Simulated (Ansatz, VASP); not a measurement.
# Two plane-wave programs on La3Si2F

The input INCAR:

```
SYSTEM = La3Si2F
PREC = Accurate
ENCUT = 600
EDIFF = 1E-7
ISMEAR = 0
SIGMA = 0.1
LREAL = .FALSE.
LASPH = .TRUE.
NELM = 60
ALGO = Normal
ISIF = 3
LWAVE = .FALSE.
LCHARG = .FALSE.
GGA = PE
IBRION = 2
NSW = 100
EDIFFG = -0.01
```

The input KPOINTS:

```
Automatic mesh
0
G
  6 6 10
  0 0 0
```

File POSCAR:

```
La3Si2F
1.0
    7.8775924708      0.0000000000      0.0000000000
   -3.9387962354      6.8221952003      0.0000000000
    0.0000000000      0.0000000000      3.9950100218
La Si F
3 2 1
Direct
    0.5000000000      0.0000000000      0.5000000000
    0.5000000000      0.5000000000      0.5000000000
    0.0000000000      0.5000000000      0.5000000000
    0.3333333333      0.6666666667      0.0000000000
    0.6666666667      0.3333333333      0.0000000000
    0.0000000000      0.0000000000      0.0000000000
```

Input for Ansatz:

```yaml
crystal:
  lattice:
    - [7.8775915733, 0.0, 0.0]
    - [-3.9387957867, 6.8221944231, 0.0]
    - [0.0, 0.0, 3.9950102097]
  atoms:
    - { symbol: La, position: [0.5, 0.0, 0.5] }
    - { symbol: La, position: [0.5, 0.5, 0.5] }
    - { symbol: La, position: [0.0, 0.5, 0.5] }
    - { symbol: Si, position: [0.3333333333, 0.6666666667, 0.0] }
    - { symbol: Si, position: [0.6666666667, 0.3333333333, 0.0] }
    - { symbol: F, position: [0.0, 0.0, 0.0] }
basis:
  ecutwfc: 420
kpoints:
  mp_grid: { grid: [6, 6, 10] }
hamiltonian:
  xc: pbe
scf:
  occupations: { method: gaussian, width: 0.1 }
output:
  forces: true
  stress: true
  eigenvalues: true
  write_density: true
  write_potential: true
  elf: true
  volumetric_format: npy
relax:
  adjacent_minimum: "off"
  f_tol: 0.01
  max_steps: 80
  cell: { stress_tol: 0.05 }
```

Change from the starting cell: species swapped into the SmAl3Pd2 type (P6/mmm, No. 191).

Alike in both runs: task relaxation of cell and atoms; functional PBE; k mesh 6 × 6 × 10; occupations gaussian, width 0.1 eV; no spin polarisation.

```csv
,VASP,Ansatz
version,VASP 6.6.1,Ansatz 0.2.0
potentials or method,"VASP PAW PBE potentials, release 64 (La, Si, F), cutoff 600 eV","scalar-relativistic, plane waves, PAW"
valence electrons in the cell,48,48
```

```tsv
	VASP	Ansatz	Ansatz less VASP
gap on the k mesh at the Fermi level, each at its own relaxed structure (eV)	none	none	-
relaxed volume (Å³/atom)	35.89	35.94	+0.055
relaxed cell length with the largest relative difference (Å)	3.970	3.972	+0.0022
```

A gap of «none» marks a metal or a gap that the smearing closes.

Neither program's run includes spin-orbit coupling.
